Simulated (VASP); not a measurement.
Ga2C:

```xyz
3
Lattice="4.3114 0.0000 0.0000 -2.1557 3.7338 0.0000 0.0000 0.0000 2.7893" Properties=species:S:1:pos:R:3 pbc="T T T"
Ga    0.0000    2.4892    1.3946
Ga    2.1557    1.2446    1.3946
C     0.0000    0.0000    0.0000
```

- Program: VASP 6.6.1
- Task: relaxation of cell and atoms
- Functional: PBE
- Potentials or basis: VASP PAW PBE potentials, release 64 (Ga_d, C)
- Cutoff: 600 eV
- k mesh: 6 × 6 × 6
- Occupations: gaussian, width 0.1 eV
- Spin: no spin polarisation

At the start: pressure 1.9 GPa; volume 14.97 Å³/atom.

How do energy, volume and symmetry change on relaxing?

Over 5 steps the energy falls by 2.8 meV/atom and the volume is 15.41 Å³/atom (+2.9 %); space group P6/mmm (No. 191, to 0.05 Å).

The path:
```csv
step,energy change (eV),largest force (eV/Å),pressure (GPa),volume (Å³)
1,0.0000,0.0000,1.93,44.90
2,-0.0069,0.0000,-0.06,46.08
3,-0.0069,0.0000,0.24,46.06
4,-0.0074,0.0000,-0.03,46.10
5,-0.0084,0.0000,-0.20,46.23
```

Final structure:
```xyz
3
Lattice="4.3325 0.0000 0.0000 -2.1662 3.7520 0.0000 0.0000 0.0000 2.8437" Properties=species:S:1:pos:R:3 pbc="T T T"
Ga    0.0000    2.5014    1.4218
Ga    2.1662    1.2507    1.4218
C     4.3325    0.0000    0.0000
```

Caveat: the k points lie up to 0.37 Å⁻¹ apart in the final cell.
